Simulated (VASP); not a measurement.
# CuH8 (P4/mmm) in VASP: relaxation of cell and atoms with PBE

Aim: the relaxation of cell and atoms of CuH8 with PBE.

All numbers are computed with VASP 6.6.1; they aren't measurements. Logs are shortened: lines on timing, memory, paths and dates and some standing lists are left out, and cuts for length are marked.

### Step 1. The cell of the first run

It takes space group P4/mmm (No. 123, tetragonal). The conventional cell has a = 4.178 Å, b = 4.178 Å, c = 4.422 Å, α = 90.00°, β = 90.00°, γ = 90.00°. Within 1.8 Å of Cu (site symmetry 4/mmm) lie 4 H at 1.38 Å. H (site symmetry m2m) has 1 Cu at 1.38 Å and 1 H at 1.43 Å within 1.8 Å. Within 1.9 Å of H (site symmetry m2m) lie 3 H at 1.31 to 1.86 Å.

The cell was generated, and may not be a known phase.

### Step 2. Relaxation of cell and atoms, PBE

The input, INCAR:

```
PREC = Accurate ; ENCUT = 1230
EDIFF = 1E-7 ; ISMEAR = 0
SIGMA = 0.1 ; LREAL = False
LASPH = True ; NELM = 120
ALGO = Normal ; ISIF = 3
LWAVE = False ; LCHARG = False
GGA = PE ; IBRION = 2
NSW = 90 ; EDIFFG = -0.04
GGA_COMPAT = False ; NELMIN = 4
```

The input, KPOINTS:

```
regular mesh
0
Gamma
  4 4 4
```

The input, POSCAR:

```
CuH8
1.0
    4.1784727200      0.0000000000      0.0000000000
    0.0000000000      4.1784727200      0.0000000000
    0.0000000000      0.0000000000      4.4219659600
Cu H
1 8
Direct
    0.0000000000      0.0000000000      0.0000000000
    0.3294541600      0.0000000000      0.0000000000
    0.6705458400      0.0000000000      0.0000000000
    0.0000000000      0.3294541600      0.0000000000
    0.0000000000      0.6705458400      0.0000000000
    0.2776930000      0.5000000000      0.5000000000
    0.7223070000      0.5000000000      0.5000000000
    0.5000000000      0.2776930000      0.5000000000
    0.5000000000      0.7223070000      0.5000000000
```

Potentials or basis: VASP PAW PBE potentials, release 64 (Cu_sv_GW, H_h).

Run with:

```
$ cat potpaw_PBE.64/Cu_sv_GW/POTCAR potpaw_PBE.64/H_h/POTCAR > POTCAR
$ mpirun -np 1 vasp_std > vasp.out
```

OUTCAR:

```text
PREC = Accurate
   ENCUT = 1230
   EDIFF = 1E-7
   ISMEAR = 0
   LREAL = False
   LASPH = True
   NELM = 120
   ISIF = 3
   GGA = PE
   IBRION = 2
   NSW = 90
   EDIFFG = -0.04
   NELMIN = 4

 ion  position               nearest neighbor table
   1  0.000  0.000  0.000-   2 1.38   3 1.38   4 1.38   5 1.38
   2  0.329  0.000  0.000-   1 1.38
   3  0.671  0.000  0.000-   1 1.38
   4  0.000  0.329  0.000-   1 1.38
   5  0.000  0.671  0.000-   1 1.38
   6  0.278  0.500  0.500-
   7  0.722  0.500  0.500-
   8  0.500  0.278  0.500-
   9  0.500  0.722  0.500-

  LATTYP: Found a simple tetragonal cell.
 ALAT       =     4.1784727200
 C/A-ratio  =     1.0582732631

  Lattice vectors:

 A1 = (   4.1784727200,   0.0000000000,   0.0000000000)
 A2 = (   0.0000000000,   4.1784727200,   0.0000000000)
 A3 = (   0.0000000000,   0.0000000000,   4.4219659600)

Analysis of symmetry for initial positions (statically):
=====================================================================
 Subroutine PRICEL returns:
 Original cell was already a primitive cell.

 Routine SETGRP: Setting up the symmetry group for a
 simple tetragonal supercell.

 Subroutine GETGRP returns: Found 16 space group operations
 (whereof 16 operations were pure point group operations)
 out of a pool of 16 trial point group operations.

The static configuration has the point symmetry D_4h.

Analysis of symmetry for dynamics (positions and initial velocities):
=====================================================================
 Subroutine PRICEL returns:
 Original cell was already a primitive cell.

 Routine SETGRP: Setting up the symmetry group for a
 simple tetragonal supercell.

 Subroutine GETGRP returns: Found 16 space group operations
 (whereof 16 operations were pure point group operations)
 out of a pool of 16 trial point group operations.

The dynamic configuration has the point symmetry D_4h.

 Subroutine INISYM returns: Found 16 space group operations
 (whereof 16 operations are pure point group operations),
 and found     1 'primitive' translations

----------------------------------------------------------------------------------------

                                     Primitive cell

  volume of cell :      77.2059

  direct lattice vectors                    reciprocal lattice vectors
     4.178472720  0.000000000  0.000000000     0.239321893  0.000000000  0.000000000
     0.000000000  4.178472720  0.000000000     0.000000000  0.239321893  0.000000000
     0.000000000  0.000000000  4.421965960     0.000000000  0.000000000  0.226143758

  length of vectors
     4.178472720  4.178472720  4.421965960     0.239321893  0.239321893  0.226143758

  position of ions in fractional coordinates (direct lattice)
     0.000000000  0.000000000  0.000000000
     0.329454160  0.000000000  0.000000000
     0.670545840  0.000000000  0.000000000
     0.000000000  0.329454160  0.000000000
     0.000000000  0.670545840  0.000000000
     0.277693000  0.500000000  0.500000000
     0.722307000  0.500000000  0.500000000
     0.500000000  0.277693000  0.500000000
     0.500000000  0.722307000  0.500000000

  ion indices of the primitive-cell ions
   primitive index   ion index
                 1           1
                 2           2
                 3           3
                 4           4
                 5           5
                 6           6
                 7           7
                 8           8
                 9           9

----------------------------------------------------------------------------------------

 KPOINTS: regular mesh

Automatic generation of k-mesh.
 Grid dimensions read from file:
 generate k-points for:    4    4    4

 Generating k-lattice:

  Cartesian coordinates                     Fractional coordinates (reciprocal lattice)
     0.059830473  0.000000000  0.000000000     0.250000000  0.000000000  0.000000000
     0.000000000  0.059830473  0.000000000     0.000000000  0.250000000  0.000000000
     0.000000000  0.000000000  0.056535940     0.000000000  0.000000000  0.250000000

  Length of vectors
     0.059830473  0.059830473  0.056535940

  Shift w.r.t. Gamma in fractional coordinates (k-lattice)
     0.000000000  0.000000000  0.000000000

 Subroutine IBZKPT returns following result:
 ===========================================

 Found     18 irreducible k-points:

 Following reciprocal coordinates:
            Coordinates               Weight
  0.000000  0.000000  0.000000      1.000000
  0.250000  0.000000  0.000000      4.000000
  0.500000  0.000000  0.000000      2.000000
  0.250000  0.250000  0.000000      4.000000
  0.500000  0.250000  0.000000      4.000000
  0.500000  0.500000  0.000000      1.000000
[... 10 lines left out ...]
  0.500000  0.250000  0.500000      4.000000
  0.500000  0.500000  0.500000      1.000000
   k-points           NKPTS =     18   k-points in BZ     NKDIM =     18   number of bands    NBANDS=     18
   number of dos      NEDOS =    301   number of ions     NIONS =      9
   total plane-waves  NPLWV = 124416
   dimension x,y,z NGX =    48 NGY =   48 NGZ =   54
   dimension x,y,z NGXF=    96 NGYF=   96 NGZF=  108
   ions per type =               1   8
   NGX,Y,Z   is equivalent  to a cutoff of  19.10, 19.10, 20.30 a.u.
   NGXF,Y,Z  is equivalent  to a cutoff of  38.19, 38.19, 40.60 a.u.
 SYSTEM =  unknown system
   PREC   = accura    normal or accurate (medium, high low for compatibility)
   ISTART =      0    job   : 0-new  1-cont  2-samecut
   ICHARG =      2    charge: 1-file 2-atom 10-const
   ISPIN  =      1    spin polarized calculation?
   LNONCOLLINEAR =      F non collinear calculations
   LSORBIT =      F    spin-orbit coupling
   LASPH  =      T    aspherical Exc in radial PAW
   ENCUT  = 1230.0 eV  90.40 Ry    9.51 a.u.  11.95 11.95 12.65*2*pi/ulx,y,z
   NELM   =    120;   NELMIN=  4; NELMDL= -5     # of ELM steps
   EDIFF  = 0.1E-06   stopping-criterion for ELM
   LREAL  =      F    real-space projection
   EDIFFG = -.4E-01   stopping-criterion for IOM
   NSW    =     90    number of steps for IOM
   IBRION =      2    ionic relax: 0-MD 1-quasi-New 2-CG
   NFREE  =      1    steps in history (QN), initial steepest desc. (CG)
   ISIF   =      3    stress and relaxation
   ISYM   =      2    0-nonsym 1-usesym 2-fastsym
   POTIM  = 0.5000    time-step for ionic-motion
   TEBEG  =    0.0;   TEEND  =   0.0 temperature during run
   PSTRESS=    0.0 pullay stress
   NELECT =      27.0000    total number of electrons
   NUPDOWN=      -1.0000    fix difference up-down
   EMIN   =  10.00;   EMAX   =-10.00  energy-range for DOS
   EFERMI =   0.00;   METHOD = LEGACY
   ISMEAR =     0;   SIGMA  =   0.10  broadening in eV -4-tet -1-fermi 0-gaus
   EFERMI_NEDOS =   21; number of points for ismear=-14 and -15
   IALGO  =     38    algorithm
   IMIX   =      4    mixing-type and parameters
     AMIX     =   0.40;   BMIX     =  1.00
     AMIX_MAG =   1.60;   BMIX_MAG =  1.00
  volume/ion in A,a.u.               =       8.58        57.89
  Fermi-wavevector in a.u.,A,eV,Ry     =   1.153398  2.179606 18.100201  1.330327
  Thomas-Fermi vector in A             =   2.290042
   LORBIT       =      0    0 simple, 1 ext, 2 COOP (PROOUT), +10 PAW based schemes
   GGA     = PE    functional components
   LHFCALC =     F    Hartree Fock is set to
   AEXX    =    0.0000 exact exchange contribution
   IVDW    =     0    specifies the selected vdW correction
   LEPSILON=     F    determine dielectric tensor
   LRPA    =     F    only Hartree local field effects (RPA)
 conjugate gradient relaxation of ions
 non-spin polarized calculation
 Gauss-broadening in eV      SIGMA  =   0.10
  energy-cutoff  :     1230.00
  volume of cell :       77.21
 maximum number of plane-waves:      7600
 NGX is ok and might be reduce to    48
   NGX = 23   NGY = 23   NGZ = 25

--------------------------------------- Ionic step        1  -------------------------------------------

 number of electron      27.0000001 magnetization

 Free energy of the ion-electron system (eV)
  ---------------------------------------------------
  ext. energy  EPLUGINS =         0.00000000
  ---------------------------------------------------
  free energy    TOTEN  =       -20.83653487 eV

  energy without entropy =      -20.80685995  energy(sigma->0) =      -20.82169741

------------------------ aborting loop because EDIFF is reached ----------------------------------------

  FORCE on cell =-STRESS in cart. coord.  units (eV):
  Direction    XX          YY          ZZ          XY          YZ          ZX
  --------------------------------------------------------------------------------------
  -------------------------------------------------------------------------------------
  Total        3.3987527      3.3987527     -0.5914788      0.0000000      0.0000000      0.0000000
  in kB       70.5309306     70.5309306    -12.2743703      0.0000000      0.0000000      0.0000000
  external PRESSURE =      42.9291636 kB  Pullay stress =       0.0000000 kB
[... 110 lines left out ...]
  FREE ENERGIE OF THE ION-ELECTRON SYSTEM (eV)
  ---------------------------------------------------
  free  energy   TOTEN  =       -22.8829894362 eV

  energy  without entropy=      -22.8631449534  energy(sigma->0) =      -22.87306719

[... ionic steps 4 to 15 ...]

--------------------------------------- Ionic step       16  -------------------------------------------

 number of electron      26.9999997 magnetization

------------------------ aborting loop because EDIFF is reached ----------------------------------------

  FORCE on cell =-STRESS in cart. coord.  units (eV):
  Direction    XX          YY          ZZ          XY          YZ          ZX
  --------------------------------------------------------------------------------------
  -------------------------------------------------------------------------------------
  Total       -0.3795830     -0.3795830      0.2160760      0.0000000      0.0000000      0.0000000
  in kB       -8.2120399     -8.2120399      4.6746690      0.0000000      0.0000000      0.0000000
  external PRESSURE =      -3.9164703 kB  Pullay stress =       0.0000000 kB
[... 71 lines left out ...]
  energy  without entropy=      -23.1029861946  energy(sigma->0) =      -23.11063410

--------------------------------------- Ionic step       18  -------------------------------------------

 number of electron      26.9999997 magnetization

 Free energy of the ion-electron system (eV)
  ---------------------------------------------------
  ext. energy  EPLUGINS =         0.00000000
  ---------------------------------------------------
  free energy    TOTEN  =       -23.12023354 eV

  energy without entropy =      -23.10490699  energy(sigma->0) =      -23.11257026

 E-fermi :  -0.8032     XC(G=0):  -8.0549

 val. band max:       -0.8353451890   @ k =   0.2500   0.2500   0.2500
 cond. band min:      -0.7797942958   @ k =   0.5000   0.2500   0.2500
 fundamental gap:      0.0555508932
 Fermi energy:        -0.8031971732

 k-point     1 :       0.0000    0.0000    0.0000
  band No.  band energies     occupation
      1    -112.8390      2.00000
      2     -70.3537      2.00000
      3     -70.3537      2.00000
      4     -70.0062      2.00000
      5     -10.5775      2.00000
      6      -7.9191      2.00000
[... 10 lines left out ...]
     17       2.7974      0.00000
     18       4.2945      0.00000
[... 391 lines left out ...]
  FREE ENERGIE OF THE ION-ELECTRON SYSTEM (eV)
  ---------------------------------------------------
  free  energy   TOTEN  =       -23.1202335370 eV

  energy  without entropy=      -23.1049069903  energy(sigma->0) =      -23.11257026

 reached required accuracy - stopping structural energy minimisation
```

Run time: 23 min. Hardware: 1 thread of Intel Xeon Platinum 8375C at 2.90GHz (Ice Lake), shared host; peak memory 0.46 GiB.

What came out:

| Item | Value |
| --- | --- |
| Free energy | -23.1202 eV |
| Relaxed volume | 8.18 Å³/atom |
| Relaxed cell | a = 4.079 Å, b = 4.079 Å, c = 4.426 Å, α = 90.00°, β = 90.00°, γ = 90.00° |
| Space group after relaxing (to 0.1 Å) | P4/mmm (No. 123) |
| Energy gained by relaxing | 253.7 meV/atom |
| Ionic steps | 18 |
| Pressure after relaxing | 0.0 GPa |
| Largest force after relaxing | 0.019 eV/Å |
| Band gap on the k mesh | zero (an odd number of electrons rules out a gap without spin polarisation) |

Forces on the atoms (eV/Å):
```
Cu   0.000  0.000  0.000
H   -0.015  0.000  0.000
H    0.015  0.000  0.000
H    0.000 -0.015  0.000
H    0.000  0.015  0.000
H    0.019  0.000  0.000
H   -0.019  0.000  0.000
H    0.000  0.019  0.000
H    0.000 -0.019  0.000
```

Step by step:
```
step  energy change (eV)  largest force (eV/Å)  pressure (GPa)  volume (Å³)
   1              0.0000                3.4440            4.29        77.21
   2             -1.5398                1.5541           -4.45        79.79
   3             -2.0465                0.9165           -4.66        81.42
   4              2.2200               20.4583           10.08        84.72
   5             -2.0826                0.7054           -4.43        81.54
   6             -2.1119                0.3161           -3.89        81.88
   7             -1.4834                4.5556            0.61        83.30
   8             -2.1125                0.3110           -3.69        81.97
   9             -2.1750                0.8087           -1.51        79.31
  10             -2.1750                0.7774           -1.56        79.40
  11             -2.2324                0.2900           -0.96        77.63
  12             -2.2425                0.2807           -0.57        76.53
  13             -2.2536                0.2248           -0.55        76.13
  14             -2.2746                0.1593           -0.50        74.93
  15             -2.2651                0.4416           -0.17        72.55
  16             -2.2788                0.2542           -0.39        74.06
  17             -2.2817                0.1984            0.27        73.36
  18             -2.2837                0.0194            0.03        73.62
```

Final structure:
```xyz
9
Lattice="4.0785 0.0000 0.0000 0.0000 4.0785 0.0000 0.0000 0.0000 4.4260" Properties=species:S:1:pos:R:3 pbc="T T T"
Cu    0.0000    0.0000    0.0000
H     1.6240    0.0000    0.0000
H     2.4545    0.0000    0.0000
H     0.0000    1.6240    4.4260
H     0.0000    2.4545    0.0000
H     1.1602    2.0393    2.2130
H     2.9184    2.0393    2.2130
H     2.0393    1.1602    2.2130
H     2.0393    2.9184    2.2130
```

Levels at points of the mesh, in eV from the Fermi level:
```tsv
k point	band 9	band 10	band 11	band 12	band 13	band 14	band 15	band 16	band 17	band 18
(0.00, 0.00, 0.00)	-2.03	-2.03	-1.80	-0.38	0.44	0.44	3.56	3.56	3.60	5.10
(0.50, 0.00, 0.00)	-2.42	-2.27	-2.13	-2.03	-0.17	1.12	2.89	3.04	5.43	6.49
(0.50, 0.50, 0.00)	-2.92	-2.45	-2.11	-2.11	-1.57	-0.53	-0.53	6.47	7.25	8.36
(0.00, 0.00, 0.50)	-2.09	-2.09	-1.76	-0.33	1.05	1.05	2.77	2.77	3.41	4.54
(0.50, 0.00, 0.50)	-2.39	-2.08	-2.05	-1.92	-1.66	1.19	3.14	3.29	5.70	6.04
(0.50, 0.50, 0.50)	-2.86	-2.53	-2.46	-2.46	-1.04	-0.85	-0.85	3.52	4.49	10.48
```

Caveat: the k points lie up to 0.39 Å⁻¹ apart in the final cell, too coarse for converged energies and pressures of a metal; an odd number of electrons without spin polarisation forces a metal; a magnetic or distorted state may lie lower.

The gap in the log of VASP goes by the Fermi energy; the results here count the filled bands.